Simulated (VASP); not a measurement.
Wanted: the native input for a VASP 6.6.1 run.

```yaml
Task: single point
Functional: PBE
Potentials_or_basis: VASP PAW PBE potentials, release 64 (Cs_sv, Pb_d, I, Br)
Cutoff: 520 eV
k_mesh: 4 × 4 × 6
Occupations: gaussian, width 0.05 eV
Spin: no spin polarisation
Dipole_correction: no
Further_INCAR_settings: ALGO = Normal; EDIFF = 1e-06; NBANDS = 30
```

The structure of CsPbI2Br lies in POSCAR:

```
CsPbI2Br
1.0
    6.3752960000      0.0159382400      0.0000000000
    0.0159382400      6.3752960000      0.0000000000
    0.0000000000      0.0000000000      5.9622200000
Cs Pb I Br
1 1 2 1
Direct
    0.5000000000      0.5000000000      0.5000000000
    0.0000000000      0.0000000000      0.0000000000
    0.0000000000      0.5000000000      0.0000000000
    0.5000000000      0.0000000000      0.0000000000
    0.0000000000      0.0000000000      0.5000000000
```

This cell differs from its parent crystal: strain +0.0050 x Voigt [0, 0, 0, 0, 0, 1].

One way to write it, as run:

INCAR

```
SYSTEM = CsPbI2Br
ALGO = Normal
EDIFF = 1E-6
ENCUT = 520
GGA = PE
ISIF = 2
ISMEAR = 0
LASPH = .TRUE.
LCHARG = .FALSE.
LREAL = .FALSE.
LWAVE = .FALSE.
NBANDS = 30
NELM = 100
PREC = Accurate
SIGMA = 0.05
```

KPOINTS

```
k-points
0
G
  4 4 6
  0 0 0
```

Potentials or basis: VASP PAW PBE potentials, release 64 (Cs_sv, Pb_d, I, Br).

Launch:

```console
$ cat potpaw_PBE.64/Cs_sv/POTCAR potpaw_PBE.64/Pb_d/POTCAR potpaw_PBE.64/I/POTCAR potpaw_PBE.64/Br/POTCAR > POTCAR
$ mpirun -np 1 vasp_std > vasp.out
```

It gave:

| Quantity | Value |
| --- | --- |
| Pressure | 0.3 GPa |
| Band gap on the k mesh | 1.46 eV, direct |

Caveat: the cell differs from its parent crystal (strain +0.0050 x Voigt [0, 0, 0, 0, 0, 1]); spin-orbit coupling is left out, which moves the levels of the heavy elements.

It took 2.3 min on 1 thread of Intel(R) Xeon(R) Platinum 8488C (Sapphire Rapids), with other jobs on the host, peak memory 0.47 GiB.
